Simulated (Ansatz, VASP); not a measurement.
## ScAsS: VASP beside Ansatz

```
Sc As S
1.0
     3.88439    0.00000    0.00000
     0.00000    3.88439    0.00000
     0.00000    0.00000    4.83154
Sc As S
1 1 1
Direct
  0.50000 0.50000 0.00000
  0.00000 0.00000 0.00000
  0.50000 0.50000 0.50000
```

Alike in both runs: task relaxation of cell and atoms; functional PBE; k mesh 12 × 12 × 10; occupations gaussian, width 0.1 eV; no spin polarisation.

|  | VASP | Ansatz |
| --- | --- | --- |
| version | VASP 6.6.1 | Ansatz 0.2.0 |
| potentials or method | VASP PAW PBE potentials, release 64 (Sc_sv, As, S), cutoff 600 eV | scalar-relativistic, plane waves, PAW |
| valence electrons in the cell | 22 | 32 |

Ansatz gave:

```
gap on the k mesh at the Fermi level, each at its own relaxed structure (eV) : none
relaxed volume (Å³/atom)                                                     : 24.33
relaxed cell length with the largest relative difference (Å)                 : 4.844
```

Task: Estimate VASP's values.

Result: gap on the k mesh at the Fermi level, each at its own relaxed structure (eV): none; relaxed volume (Å³/atom): 24.40; relaxed cell length with the largest relative difference (Å): 4.850.

A gap of «none» marks a metal or a gap that the smearing closes. VASP's potentials hold 22 valence electrons a cell and Ansatz's 32, so a difference there can come from the potentials and not from the codes.
